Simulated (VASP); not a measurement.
Wanted: the native input for a VASP 6.6.1 run.

```
Task                   : single point
Functional             : PBEsol
Potentials or basis    : VASP PAW PBE potentials, release 64 (Ti_sv, N)
Cutoff                 : 520 eV
k mesh                 : 20 × 20 × 20
Occupations            : gaussian, width 0.15 eV
Spin                   : collinear spin
Starting moments       : [0.875, 0.0] μB
Fixed moment           : 0.875 μB
Dipole correction      : no
Further INCAR settings : ALGO = Normal; EDIFF = 1e-06; NBANDS = 20
```

The structure of TiN lies in POSCAR:

```
TiN
1.0
    0.0000000000      2.1295887000      2.1295887000
    2.1295887000      0.0000000000      2.1295887000
    2.1295887000      2.1295887000      0.0000000000
Ti N
1 1
Direct
    0.0000000000      0.0000000000      0.0000000000
    0.5000000000      0.5000000000      0.5000000000
```

One way to write it, as run:

INCAR

```
ALGO = Normal ; EDIFF = 1E-6
ENCUT = 520 ; GGA = PS
ISIF = 2 ; ISMEAR = 0
ISPIN = 2 ; LASPH = True
LCHARG = False ; LMAXMIX = 4
LORBIT = 11 ; LREAL = False
LWAVE = False ; MAGMOM = 0.875 0
NBANDS = 20 ; NELM = 150
NUPDOWN = 0.875 ; PREC = Accurate
SIGMA = 0.15
```

KPOINTS

```
k-points
0
Gamma
  20 20 20
```

Potentials or basis: VASP PAW PBE potentials, release 64 (Ti_sv, N).

Command:

```sh
$ cat potpaw_PBE.64/Ti_sv/POTCAR potpaw_PBE.64/N/POTCAR > POTCAR
$ mpirun -np 1 vasp_std > vasp.out
```

Results of the run:

| Item | Value |
| --- | --- |
| Pressure | -4.4 GPa |
| Net moment | 0.88 μB per cell |
| Site moments | Ti +0.66; N +0.04 μB |
| Valence electrons inside the program's atomic spheres | Ti 10.39; N 3.73 |

Caveat: the cell stands under tension; the PAW data sets were made with another functional, which shifts forces and pressure a little; the total moment is fixed, so each spin has its own Fermi level.

It took 5.4 min on 1 thread of Intel Xeon 8259CL, with other jobs on the host, peak memory 0.27 GiB.
